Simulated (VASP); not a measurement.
Set up this calculation in VASP 6.6.1, as the native input.

| Property | Result |
| --- | --- |
| Task | electric field gradients |
| Functional | r2SCAN |
| Potentials or basis | VASP PAW PBE potentials, release 64 (Ge_d) |
| Cutoff | 520 eV |
| k mesh | 15 × 15 × 15 |
| Occupations | fermi-dirac, width 0.03 eV |
| Spin | no spin polarisation |
| Dipole correction | no |
| Further INCAR settings | ALGO = Normal; EDIFF = 1e-08; NBANDS = 21 |

The system is Ge.

```
Ge
1.0
    -2.49590    2.65086    1.43695
     2.49590   -2.65086    1.43695
     2.49590    2.65086   -1.43695
Ge
2
Direct
  0.68594 0.93594 0.75000
  0.31406 0.06406 0.25000
```

The input as run:

POSCAR

```
Ge
1.0
   -2.4958980000      2.6508630000      1.4369470000
    2.4958980000     -2.6508630000      1.4369470000
    2.4958980000      2.6508630000     -1.4369470000
Ge
2
Direct
    0.6859430000      0.9359430000      0.7500000000
    0.3140570000      0.0640570000      0.2500000000
```

INCAR.step1

```
ALGO = Normal ; EDIFF = 1E-4
ENCUT = 520 ; GGA = PE
ISMEAR = -1 ; LASPH = T
LCHARG = F ; LREAL = F
LWAVE = T ; NBANDS = 21
NELM = 100 ; PREC = Accurate
SIGMA = 0.03
```

INCAR.step2

```
ALGO = Normal ; EDIFF = 1E-8
ENCUT = 520 ; ISIF = 2
ISMEAR = -1 ; ISTART = 1
LASPH = T ; LCHARG = F
LEFG = T ; LMIXTAU = T
LREAL = F ; LWAVE = F
METAGGA = R2SCAN ; NBANDS = 21
NELM = 100 ; PREC = Accurate
SIGMA = 0.03
```

KPOINTS

```
k-points
0
Gamma
  15 15 15
```

Potentials or basis: VASP PAW PBE potentials, release 64 (Ge_d).

Run with:

```console
$ cat potpaw_PBE.64/Ge_d/POTCAR > POTCAR
$ cp INCAR.step1 INCAR
$ mpirun -np 1 vasp_std > vasp.out
$ cp INCAR.step2 INCAR
$ mpirun -np 1 vasp_std > vasp.out
```

It gave:

```yaml
Pressure: -1.6 GPa
Largest_force: 0.071 eV/Å
Band_gap_on_the_k_mesh: zero (bands 14 and 15 overlap by 6.13 eV)
Largest_electric_field_gradient_by_atom: Ge -38.5 V/Å²
```

Caveat: without QUAD_EFG the Cq values of the log hold for a quadrupole moment of 1 mb, not for the nuclei; the PAW data sets were made with another functional, which shifts forces and pressure a little.

Run time: 29 min on 1 thread of Intel(R) Xeon(R) 6975P-C (Granite Rapids), with other jobs on the host, peak memory 0.43 GiB.
